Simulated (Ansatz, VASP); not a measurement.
# Two plane-wave programs on ZnCd3Se2

```
Zn Cd Se
1.0
     3.99081    0.00000    0.00000
     0.00000    3.99081    0.00000
     0.00000    0.00000    9.67906
Zn Cd Se
1 3 2
Direct
  0.50000 0.50000 0.50000
  0.00000 0.00000 0.00000
  0.00000 0.00000 0.65127
  0.00000 0.00000 0.34873
  0.50000 0.50000 0.74483
  0.50000 0.50000 0.25517
```

Change from the starting cell: species swapped into the MgSc3Ru2 type (P4/mmm, No. 123).

Alike in both runs: functional PBE; k mesh 10 × 10 × 4; occupations gaussian, width 0.1 eV; no spin polarisation.

Ansatz relaxed the structure, and its values are those at the end. VASP's run is a single point on that final structure, the one shown.

```csv
,VASP,Ansatz
version,VASP 6.6.1,Ansatz 0.2.0
potentials or method,"VASP PAW PBE potentials, release 64 (Zn, Cd, Se), cutoff 520 eV","scalar-relativistic, plane waves, PAW"
valence electrons in the cell,60,104
```

Ansatz gave:

```
gap on the k mesh at the Fermi level (eV) : none
pressure (GPa)                            : 0.0
rms of the force components (eV/Å)        : 0.001
```

Q: Which values does VASP return?

A: gap on the k mesh at the Fermi level (eV): none; pressure (GPa): 0.2; rms of the force components (eV/Å): 0.014.

A gap of «none» marks a metal or a gap that the smearing closes. VASP's potentials hold 60 valence electrons a cell and Ansatz's 104, so a difference there can come from the potentials and not from the codes.
